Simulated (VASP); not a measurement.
Write the native input for VASP 6.6.1 that does the following.

```yaml
Task: single point
Functional: PBE
Potentials_or_basis: VASP PAW PBE potentials, release 64 (C)
Cutoff: 520 eV
k_mesh: 20 × 20 × 6
Occupations: gaussian, width 0.05 eV
Spin: no spin polarisation
Dipole_correction: no
Further_INCAR_settings: ALGO = Normal; EDIFF = 1e-06; NBANDS = 16
```

The structure of C lies in POSCAR:

```
C
1.0
    2.4664847890      0.0000000000      0.0000000000
   -1.2332423945      2.1360384853      0.0000000000
    0.0000000000      0.0000000000      8.3012284296
C
4
Direct
    0.0000000000      0.0000000000      0.2500000000
    0.0000000000      0.0000000000      0.7500000000
    0.3333333333      0.6666666667      0.2500000000
    0.6666666667      0.3333333333      0.7500000000
```

These files were run (other wordings do the same):

INCAR

```
PREC = Accurate
ENCUT = 520
EDIFF = 1E-6
ISMEAR = 0
SIGMA = 0.05
LREAL = F
LASPH = T
NELM = 80
ALGO = Normal
ISIF = 2
LWAVE = F
LCHARG = F
GGA = PE
NBANDS = 16
```

KPOINTS

```
regular mesh
0
Gamma
  20 20 6
```

Potentials or basis: VASP PAW PBE potentials, release 64 (C).

Run with:

```sh
$ cat potpaw_PBE.64/C/POTCAR > POTCAR
$ mpirun -np 1 vasp_std > vasp.out
```

Results of the run:

* Pressure: 0.4 GPa
* Band gap on the k mesh: 0.76 eV, direct

Caveat: this functional lacks dispersion, which binds the layers, so the pressure and a relaxed spacing across them are unreliable.

It took 43 s on 1 thread of AMD EPYC 9R45 96-Core Processor (Zen 5), on a shared host, peak memory 0.18 GiB.
